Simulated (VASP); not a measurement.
Runs of VASP 6.6.1 on W. The structure is that of space group P6/mmm (No. 191), or close to it. The cells are those of the table. This isn't the form of W at room conditions, which is bcc.

```tsv
cell	gap on the mesh (eV)	pressure (GPa)
a = 2.649, b = 2.649, c = 2.450 Å, angles 90.0, 90.0, 120.0°, 1 atom	none	(a)
a = 2.287, b = 2.287, c = 2.126 Å, angles 90.0, 90.0, 120.0°, 1 atom	none	486.9
a = 2.422, b = 2.422, c = 2.241 Å, angles 90.0, 90.0, 120.0°, 1 atom	none	(b)
a = 2.743, b = 2.743, c = 2.553 Å, angles 90.0, 90.0, 120.0°, 1 atom	none	14.1
a = 2.542, b = 2.542, c = 2.347 Å, angles 90.0, 90.0, 120.0°, 1 atom	none	123.3
```

Alike in all rows: task single point; level PBE; potentials or basis VASP PAW PBE potentials, release 64 (W_sv); no spin polarisation; k mesh 18 × 18 × 16; cutoff (eV) 520; smearing fermi-dirac 0.08 eV.

Problem. Estimate the missing entries.

Solution. (a) 53.9; (b) 248.7.

Caveats: the cell stands under pressure; spin-orbit coupling is left out, which moves the levels of the heavy elements.

A k mesh can miss the band edges, and the runs leave out spin-orbit coupling on W.

A gap of «none» marks levels without a gap at the run's occupations.
